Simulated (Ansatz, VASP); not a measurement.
One calculation of CdS, two programs

```
Cd S
1.0
     0.00000    2.75324    2.75324
     2.75324    0.00000    2.75324
     2.75324    2.75324    0.00000
Cd S
1 1
Cartesian
  0.0000 0.0000 0.0000
  2.7532 2.7532 2.7532
```

Alike in both runs: task relaxation of cell and atoms; functional PBEsol; k mesh 6 × 6 × 6; occupations fermi-dirac, width 0.01 eV; no spin polarisation.

|  | VASP | Ansatz |
| --- | --- | --- |
| version | VASP 6.6.1 | Ansatz 0.2.0 |
| potentials or method | VASP PAW PBE potentials, release 64 (Cd_sv_GW, S) | plane waves, PAW |
| plane-wave cutoff (eV) | 630 | 420 |
| valence electrons in the cell | 26 | 26 |

Ansatz gave:

| Item | Value |
| --- | --- |
| relaxed volume (Å³/atom) | 19.67 |
| relaxed length of the cell vector where the two differ most in proportion (Å) | 3.817 |

Q: Which values does VASP return?

A: Relaxed volume (Å³/atom): 19.66; relaxed length of the cell vector where the two differ most in proportion (Å): 3.817.

VASP's potentials were made for PBE, not for PBEsol. Ansatz's warnings: stress scf threshold loose.
